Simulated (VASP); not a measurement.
Ge, 2 atoms in the cell. The structure is cubic, space group Fd-3m (No. 227). The conventional cell has a = 5.802 Å, b = 5.802 Å, c = 5.802 Å, α = 90.00°, β = 90.00°, γ = 90.00°. Ge (site symmetry -43m) has 4 Ge at 2.51 Å within 3.3 Å.  This cell differs from its parent crystal: phonons at volume x 1.02.

| Quantity | Value |
| --- | --- |
| Program | VASP 6.6.1 |
| Task | vibrations by perturbation theory |
| Functional | PBE |
| Potentials or basis | VASP PAW PBE potentials, release 64 (Ge_d) |
| Cutoff | 520 eV |
| k mesh | 14 × 14 × 14 |
| Occupations | fermi-dirac, width 0.15 eV |
| Spin | no spin polarisation |
| Dipole correction | no |
| Further INCAR settings | ALGO = Normal; EDIFF = 1e-08; IBRION = 8; NSW = 1 |

Potentials or basis: VASP PAW PBE potentials, release 64 (Ge_d).

Launch:

```bash
$ cat potpaw_PBE.64/Ge_d/POTCAR > POTCAR
$ mpirun -np 1 vasp_std > vasp.out
```

Hardware: 1 thread of Intel(R) Xeon(R) 6975P-C (Granite Rapids), with other jobs on the host.

Problem. How long does it take, and how much memory?

Solution. Wall time 3 min on 1 thread of Intel(R) Xeon(R) 6975P-C (Granite Rapids), with other jobs on the host, peak memory 0.77 GiB. Counts: scf iterations 28, k points 104.
